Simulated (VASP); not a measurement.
# AsSe2 (R-3m) in VASP: further runs

AsSe2 is run at these levels: PBE; tasks: single point, relaxation of cell and atoms.

Program: VASP 6.6.1. These are calculated values, not measurements. Logs are shortened: lines on timing, memory, paths and dates and some standing lists are left out, and cuts for length are marked.

## Step 1: The cell of the first run

The structure is trigonal, space group R-3m (No. 166). Conventional cell: a = 3.648 Å, b = 3.648 Å, c = 19.239 Å, α = 90.00°, β = 90.00°, γ = 120.00°. As (site symmetry -3m) has 6 Se at 2.63 Å within 3.5 Å. Se (site symmetry 3m) has 3 As at 2.63 Å within 3.5 Å.

## Step 2: Single point, PBE

INCAR reads:

```
ALGO = Normal ; EDIFF = 1E-7
ENCUT = 520 ; GGA = PE
ISIF = 2 ; ISMEAR = 0
LASPH = True ; LCHARG = True
LELF = True ; LREAL = False
LVHAR = True ; LWAVE = False
NBANDS = 16 ; NELM = 80
PREC = Accurate ; SIGMA = 0.1
```

KPOINTS reads:

```
k-points
0
Gamma
  6 6 6
```

POSCAR reads:

```
AsSe2
1.0
    1.8240514994      1.0531166242      6.4128347629
   -1.8240514994      1.0531166242      6.4128347629
    0.0000000000     -2.1062332483      6.4128347629
As Se
1 2
Direct
    0.0000000000      0.0000000000      0.0000000000
    0.7488674991      0.7488674991      0.7488674991
    0.2511325009      0.2511325009      0.2511325009
```

Potentials or basis: VASP PAW PBE potentials, release 64 (As, Se).

Command:

```console
> cat potpaw_PBE.64/As/POTCAR potpaw_PBE.64/Se/POTCAR > POTCAR
> mpirun -np 1 vasp_std > vasp.out
```

OUTCAR:

```text
EDIFF = 1E-7
   ENCUT = 520
   GGA = PE
   ISIF = 2
   ISMEAR = 0
   LASPH = True
   LREAL = False
   NELM = 80
   PREC = Accurate

 ion  position               nearest neighbor table
   1  0.000  0.000  0.000-   2 2.63   3 2.63   2 2.63   2 2.63   3 2.63   3 2.63
   2  0.749  0.749  0.749-   1 2.63   1 2.63   1 2.63
   3  0.251  0.251  0.251-   1 2.63   1 2.63   1 2.63

  LATTYP: Found a trigonal (rhomboedric) cell.
 ALAT       =     6.7498643092
 COS(alpha) =     0.8539457824

  Lattice vectors:

 A1 = (   1.8240514994,   1.0531166242,   6.4128347629)
 A2 = (  -1.8240514994,   1.0531166242,   6.4128347629)
 A3 = (   0.0000000000,  -2.1062332483,   6.4128347629)

Analysis of symmetry for initial positions (statically):
=====================================================================
 Subroutine PRICEL returns:
 Original cell was already a primitive cell.

 Routine SETGRP: Setting up the symmetry group for a
 trigonal (rhombohedral) supercell.

 Subroutine GETGRP returns: Found 12 space group operations
 (whereof 12 operations were pure point group operations)
 out of a pool of 12 trial point group operations.

The static configuration has the point symmetry D_3d.

Analysis of symmetry for dynamics (positions and initial velocities):
=====================================================================
 Subroutine PRICEL returns:
 Original cell was already a primitive cell.

 Routine SETGRP: Setting up the symmetry group for a
 trigonal (rhombohedral) supercell.

 Subroutine GETGRP returns: Found 12 space group operations
 (whereof 12 operations were pure point group operations)
 out of a pool of 12 trial point group operations.

The dynamic configuration has the point symmetry D_3d.

 Subroutine INISYM returns: Found 12 space group operations
 (whereof 12 operations are pure point group operations),
 and found     1 'primitive' translations

----------------------------------------------------------------------------------------

                                     Primitive cell

  volume of cell :      73.9120

  direct lattice vectors                    reciprocal lattice vectors
     1.824051499  1.053116624  6.412834763     0.274115068  0.158260408  0.051979093
    -1.824051499  1.053116624  6.412834763    -0.274115068  0.158260408  0.051979093
     0.000000000 -2.106233248  6.412834763     0.000000000 -0.316520816  0.051979093

  length of vectors
     6.749864309  6.749864309  6.749864309     0.320760429  0.320760429  0.320760429

  position of ions in fractional coordinates (direct lattice)
     0.000000000  0.000000000  0.000000000
     0.748867499  0.748867499  0.748867499
     0.251132501  0.251132501  0.251132501

  ion indices of the primitive-cell ions
   primitive index   ion index
                 1           1
                 2           2
                 3           3

----------------------------------------------------------------------------------------

 KPOINTS: k-points

Automatic generation of k-mesh.
 Grid dimensions read from file:
 generate k-points for:    6    6    6

 Generating k-lattice:

  Cartesian coordinates                     Fractional coordinates (reciprocal lattice)
     0.045685845  0.026376735  0.008663182     0.166666667  0.000000000  0.000000000
    -0.045685845  0.026376735  0.008663182     0.000000000  0.166666667  0.000000000
     0.000000000 -0.052753469  0.008663182     0.000000000  0.000000000  0.166666667

  Length of vectors
     0.053460072  0.053460072  0.053460072

  Shift w.r.t. Gamma in fractional coordinates (k-lattice)
     0.000000000  0.000000000  0.000000000

 Subroutine IBZKPT returns following result:
 ===========================================

 Found     32 irreducible k-points:

 Following reciprocal coordinates:
            Coordinates               Weight
  0.000000  0.000000  0.000000      1.000000
  0.166667  0.000000  0.000000      6.000000
  0.333333 -0.000000 -0.000000      6.000000
  0.500000  0.000000  0.000000      3.000000
  0.166667  0.166667 -0.000000      6.000000
  0.333333  0.166667  0.000000     12.000000
[... 16 lines left out ...]
  0.500000  0.500000  0.166667      6.000000
 -0.333333  0.500000  0.166667     12.000000
 [... further k-points ...]
   k-points           NKPTS =     32   k-points in BZ     NKDIM =     32   number of bands    NBANDS=     16
   number of dos      NEDOS =    301   number of ions     NIONS =      3
   total plane-waves  NPLWV = 125000
   dimension x,y,z NGX =    50 NGY =   50 NGZ =   50
   dimension x,y,z NGXF=   100 NGYF=  100 NGZF=  100
   ions per type =               1   2
   NGX,Y,Z   is equivalent  to a cutoff of  12.31, 12.31, 12.31 a.u.
   NGXF,Y,Z  is equivalent  to a cutoff of  24.63, 24.63, 24.63 a.u.
 SYSTEM =  unknown system
   PREC   = accura    normal or accurate (medium, high low for compatibility)
   ISTART =      0    job   : 0-new  1-cont  2-samecut
   ICHARG =      2    charge: 1-file 2-atom 10-const
   ISPIN  =      1    spin polarized calculation?
   LNONCOLLINEAR =      F non collinear calculations
   LSORBIT =      F    spin-orbit coupling
   LASPH  =      T    aspherical Exc in radial PAW
   ENCUT  =  520.0 eV  38.22 Ry    6.18 a.u.  12.55 12.55 12.55*2*pi/ulx,y,z
   NELM   =     80;   NELMIN=  2; NELMDL= -5     # of ELM steps
   EDIFF  = 0.1E-06   stopping-criterion for ELM
   LREAL  =      F    real-space projection
   EDIFFG = 0.1E-05   stopping-criterion for IOM
   NSW    =      0    number of steps for IOM
   IBRION =     -1    ionic relax: 0-MD 1-quasi-New 2-CG
   NFREE  =      0    steps in history (QN), initial steepest desc. (CG)
   ISIF   =      2    stress and relaxation
   ISYM   =      2    0-nonsym 1-usesym 2-fastsym
   POTIM  = 0.5000    time-step for ionic-motion
   TEBEG  =    0.0;   TEEND  =   0.0 temperature during run
   PSTRESS=    0.0 pullay stress
   NELECT =      17.0000    total number of electrons
   NUPDOWN=      -1.0000    fix difference up-down
   EMIN   =  10.00;   EMAX   =-10.00  energy-range for DOS
   EFERMI =   0.00;   METHOD = LEGACY
   ISMEAR =     0;   SIGMA  =   0.10  broadening in eV -4-tet -1-fermi 0-gaus
   EFERMI_NEDOS =   21; number of points for ismear=-14 and -15
   IALGO  =     38    algorithm
   IMIX   =      4    mixing-type and parameters
     AMIX     =   0.40;   BMIX     =  1.00
     AMIX_MAG =   1.60;   BMIX_MAG =  1.00
  volume/ion in A,a.u.               =      24.64       166.26
  Fermi-wavevector in a.u.,A,eV,Ry     =   1.003043  1.895476 13.688755  1.006095
  Thomas-Fermi vector in A             =   2.135569
   LORBIT       =      0    0 simple, 1 ext, 2 COOP (PROOUT), +10 PAW based schemes
   GGA     = PE    functional components
   LHFCALC =     F    Hartree Fock is set to
   AEXX    =    0.0000 exact exchange contribution
   IVDW    =     0    specifies the selected vdW correction
   LEPSILON=     F    determine dielectric tensor
   LRPA    =     F    only Hartree local field effects (RPA)
 non-spin polarized calculation
 Gauss-broadening in eV      SIGMA  =   0.10
  energy-cutoff  :      520.00
  volume of cell :       73.91
 maximum number of plane-waves:      2010
   NGX = 25   NGY = 25   NGZ = 25

 number of electron      17.0000000 magnetization

 Free energy of the ion-electron system (eV)
  ---------------------------------------------------
  ext. energy  EPLUGINS =         0.00000000
  ---------------------------------------------------
  free energy    TOTEN  =       -11.71861918 eV

  energy without entropy =      -11.71314773  energy(sigma->0) =      -11.71588345

 E-fermi :   3.2102     XC(G=0):  -9.3014

 val. band max:        3.1623600485   @ k =  -0.1667   0.5000   0.1667
 cond. band min:       3.2214114546   @ k =  -0.1667   0.3333   0.1667
 fundamental gap:      0.0590514061
 Fermi energy:         3.2102408474

 k-point     1 :       0.0000    0.0000    0.0000
  band No.  band energies     occupation
      1     -11.9284      2.00000
      2      -9.6352      2.00000
      3      -5.4239      2.00000
      4       1.8077      2.00000
      5       1.9001      2.00000
      6       1.9001      2.00000
[... 8 lines left out ...]
     15      11.3900      0.00000
     16      11.5994      0.00000

 k-point     2 :       0.1667    0.0000    0.0000
  band No.  band energies     occupation
      1     -11.5930      2.00000
      2      -9.4501      2.00000
      3      -5.5347      2.00000
      4      -0.3180      2.00000
      5       0.8845      2.00000
      6       1.1519      2.00000
[... 8 lines left out ...]
     15      12.0307      0.00000
     16      12.1471      0.00000

 k-point     3 :       0.3333   -0.0000   -0.0000
  band No.  band energies     occupation
      1     -10.6476      2.00000
      2      -9.0948      2.00000
      3      -6.3016      2.00000
      4      -1.7818      2.00000
      5      -0.4598      2.00000
      6       0.2949      2.00000
[... 8 lines left out ...]
     15      12.6244      0.00000
     16      13.4531      0.00000

 k-point     4 :       0.5000    0.0000    0.0000
  band No.  band energies     occupation
      1      -9.5175      2.00000
      2      -9.3655      2.00000
      3      -7.0280      2.00000
      4      -2.3612      2.00000
      5      -0.4218      2.00000
      6      -0.0237      2.00000
[... 8 lines left out ...]
     15      12.8958      0.00000
     16      13.4074      0.00000

 k-point     5 :       0.1667    0.1667   -0.0000
  band No.  band energies     occupation
      1     -11.5858      2.00000
      2      -9.4724      2.00000
      3      -5.4975      2.00000
      4      -0.3497      2.00000
      5       0.7640      2.00000
      6       1.1215      2.00000
[... 8 lines left out ...]
     15      12.0343      0.00000
     16      12.2217      0.00000

 k-point     6 :       0.3333    0.1667    0.0000
  band No.  band energies     occupation
      1     -10.9358      2.00000
      2      -9.1940      2.00000
      3      -5.9764      2.00000
      4      -1.0901      2.00000
      5      -0.9225      2.00000
      6       0.6209      2.00000
[... 8 lines left out ...]
     15      11.7712      0.00000
     16      12.7612      0.00000

 k-point     7 :       0.5000    0.1667   -0.0000
  band No.  band energies     occupation
      1      -9.8091      2.00000
      2      -9.0174      2.00000
      3      -7.0299      2.00000
      4      -1.9959      2.00000
      5      -1.0321      2.00000
      6      -0.4394      2.00000
[... 8 lines left out ...]
     15      12.0772      0.00000
     16      12.5366      0.00000

 k-point     8 :      -0.3333    0.1667    0.0000
  band No.  band energies     occupation
      1      -9.8376      2.00000
      2      -8.9790      2.00000
      3      -7.0198      2.00000
      4      -2.0349      2.00000
      5      -1.0684      2.00000
      6      -0.5234      2.00000
[... 8 lines left out ...]
     15      11.9589      0.00000
     16      12.6720      0.00000

 k-point     9 :      -0.1667    0.1667    0.0000
  band No.  band energies     occupation
      1     -10.9560      2.00000
      2      -9.1437      2.00000
      3      -6.0084      2.00000
      4      -1.1364      2.00000
      5      -0.9917      2.00000
      6       0.6603      2.00000
[... 8 lines left out ...]
     15      11.7287      0.00000
     16      12.6917      0.00000
[... 172 lines left out ...]
 k-point    19 :       0.3333    0.3333    0.1667
  band No.  band energies     occupation
      1     -11.5455      2.00000
      2      -9.5891      2.00000
      3      -5.3245      2.00000
      4      -0.2728      2.00000
      5       0.6816      2.00000
      6       1.0895      2.00000
[... 8 lines left out ...]
     15      12.1036      0.00000
     16      12.2208      0.00000

 k-point    20 :       0.5000    0.3333    0.1667
  band No.  band energies     occupation
      1     -10.8926      2.00000
      2      -9.2949      2.00000
      3      -5.9156      2.00000
      4      -1.0463      2.00000
      5      -0.6875      2.00000
      6       0.5540      2.00000
[... 8 lines left out ...]
     15      12.1225      0.00000
     16      12.8281      0.00000

 k-point    21 :      -0.3333    0.3333    0.1667
  band No.  band energies     occupation
      1      -9.7725      2.00000
      2      -9.0617      2.00000
      3      -7.0435      2.00000
      4      -2.0648      2.00000
      5      -0.9580      2.00000
      6      -0.3326      2.00000
[... 8 lines left out ...]
     15      12.5935      0.00000
     16      13.1263      0.00000

 k-point    22 :      -0.1667    0.3333    0.1667
  band No.  band energies     occupation
      1      -9.8332      2.00000
      2      -8.9812      2.00000
      3      -7.0237      2.00000
      4      -2.1441      2.00000
      5      -1.0019      2.00000
      6      -0.5379      2.00000
[... 8 lines left out ...]
     15      12.2784      0.00000
     16      13.3864      0.00000

 k-point    23 :       0.5000    0.5000    0.1667
  band No.  band energies     occupation
      1     -10.5825      2.00000
      2      -9.2287      2.00000
      3      -6.2423      2.00000
      4      -1.8336      2.00000
      5      -0.0447      2.00000
      6       0.2203      2.00000
[... 8 lines left out ...]
     15      12.4059      0.00000
     16      13.9971      0.00000

 k-point    24 :      -0.3333    0.5000    0.1667
  band No.  band energies     occupation
      1      -9.7673      2.00000
      2      -9.0649      2.00000
      3      -7.0471      2.00000
      4      -2.1602      2.00000
      5      -0.9574      2.00000
      6      -0.2745      2.00000
[... 8 lines left out ...]
     15      12.7354      0.00000
     16      13.5113      0.00000

 [... further k-points ...]
[... 5 lines left out ...]
  --------------------------------------------------------------------------------------
  -------------------------------------------------------------------------------------
  Total       -0.0114713     -0.0114713      0.0293545      0.0000000      0.0000000      0.0000000
  in kB       -0.2486610     -0.2486610      0.6363116      0.0000000      0.0000000      0.0000000
  external PRESSURE =       0.0463298 kB  Pullay stress =       0.0000000 kB

 VOLUME and BASIS-vectors are now :
 -----------------------------------------------------------------------------
  energy-cutoff  :      520.00
  volume of cell :       73.91
      direct lattice vectors                 reciprocal lattice vectors
     1.824051499  1.053116624  6.412834763     0.274115068  0.158260408  0.051979093
    -1.824051499  1.053116624  6.412834763    -0.274115068  0.158260408  0.051979093
     0.000000000 -2.106233248  6.412834763     0.000000000 -0.316520816  0.051979093

 POSITION                                       TOTAL-FORCE (eV/Angst)
 -----------------------------------------------------------------------------------
      0.00000      0.00000      0.00000         0.000000     -0.000000     -0.000000
      0.00000      0.00000     14.40709         0.000000      0.000000      0.014129
      0.00000      0.00000      4.83141         0.000000     -0.000000     -0.014129
 -----------------------------------------------------------------------------------
    total drift:                               -0.000000     -0.000000      0.000000

  FREE ENERGIE OF THE ION-ELECTRON SYSTEM (eV)
  ---------------------------------------------------
  free  energy   TOTEN  =       -11.7186191753 eV

  energy  without entropy=      -11.7131477327  energy(sigma->0) =      -11.71588345
```

It took 3 min on 1 thread of Intel Xeon 8259CL, shared host; peak memory 0.35 GiB.

Results:

```
Free energy   : -11.7186 eV
Pressure      : 0.0 GPa
Largest force : 0.014 eV/Å
```

Forces in eV/Å, atoms in the order of the input:
```
As   0.000  0.000  0.000
Se   0.000  0.000  0.014
Se   0.000  0.000 -0.014
```

## Step 3: Relaxation of cell and atoms, PBE

This run uses another cell than the first one, of 25.19 Å³/atom, 1.022 times its volume.

INCAR reads:

```
PREC = Accurate
ENCUT = 600
EDIFF = 1E-6
ISMEAR = 0
SIGMA = 0.1
LREAL = F
LASPH = T
NELM = 80
ALGO = Normal
ISIF = 3
LWAVE = F
LCHARG = F
GGA = PE
IBRION = 2
NSW = 90
EDIFFG = -0.04
```

KPOINTS reads:

```
Automatic mesh
0
Gamma
  6 6 6
```

POSCAR reads:

```
AsSe2
1.0
    1.9330246030      1.1160322749      5.8382287936
   -1.9330246030      1.1160322749      5.8382287936
    0.0000000000     -2.2320645498      5.8382287936
As Se
1 2
Direct
    0.0000000000      0.0000000000      0.0000000000
    0.7500000000      0.7500000000      0.7500000000
    0.2500000000      0.2500000000      0.2500000000
```

Potentials or basis: VASP PAW PBE potentials, release 64 (As, Se).

Command:

```console
> cat potpaw_PBE.64/As/POTCAR potpaw_PBE.64/Se/POTCAR > POTCAR
> mpirun -np 1 vasp_std > vasp.out
```

Wall time 12 min (1 thread of Intel Xeon 8259CL, shared host); peak memory 0.39 GiB.

Results (log left out):

```
Free energy                            : -11.7187 eV
Relaxed volume                         : 24.46 Å³/atom
Relaxed cell                           : a = 6.719 Å, b = 6.719 Å, c = 6.719 Å, α = 31.47°, β = 31.47°, γ = 31.47°
Space group after relaxing (to 0.05 Å) : R-3m (No. 166)
Energy gained by relaxing              : 65.3 meV/atom
Ionic steps                            : 10
Pressure after relaxing                : 0.2 GPa
Largest force after relaxing           : 0.014 eV/Å
```

Forces on the atoms (eV/Å):
```
As   0.000  0.000  0.000
Se   0.000  0.000  0.014
Se   0.000  0.000 -0.014
```

Step by step:
```
step  energy change (eV)  largest force (eV/Å)  pressure (GPa)  volume (Å³)
   1              0.0000                0.5243           -1.63        75.57
   2             -0.1362                0.2848           -0.43        72.74
   3             -0.1777                0.1010            0.69        70.71
   4             -0.1801                0.0317            1.15        69.97
   5             -0.1802                0.0427            1.08        70.09
   6             -0.1830                0.2493           -0.65        71.77
   7             -0.1850                0.1374            0.02        71.10
   8             -0.1870                0.1227            0.01        71.33
   9             -0.1919                0.0772            0.02        72.02
  10             -0.1958                0.0143            0.16        73.39
```

Final structure:
```
CELL_PARAMETERS angstrom
1.82221 1.05205 6.38058
-1.82221 1.05205 6.38058
0.00000 -2.10410 6.38058
ATOMIC_POSITIONS crystal
As 0.00000 0.00000 0.00000
Se 0.74931 0.74931 0.74931
Se 0.25069 0.25069 0.25069
```

Levels at points of the mesh, in eV from the Fermi level:
| k point | band 5 | band 6 | band 7 | band 8 | band 9 | band 10 | band 11 | band 12 |
| --- | --- | --- | --- | --- | --- | --- | --- | --- |
| (0.00, 0.00, 0.00) | -1.31 | -1.31 | -0.90 | -0.40 | -0.40 | 2.29 | 2.59 | 2.59 |
| (0.50, 0.00, 0.00) | -3.66 | -3.24 | -2.20 | -0.91 | -0.74 | 2.28 | 3.96 | 4.77 |
| (0.50, 0.50, 0.00) | -3.39 | -3.32 | -1.72 | -0.80 | -0.63 | 2.86 | 3.31 | 3.44 |
| (0.50, 0.50, 0.50) | -1.38 | -1.38 | -0.28 | -0.28 | 0.58 | 1.82 | 2.54 | 2.54 |
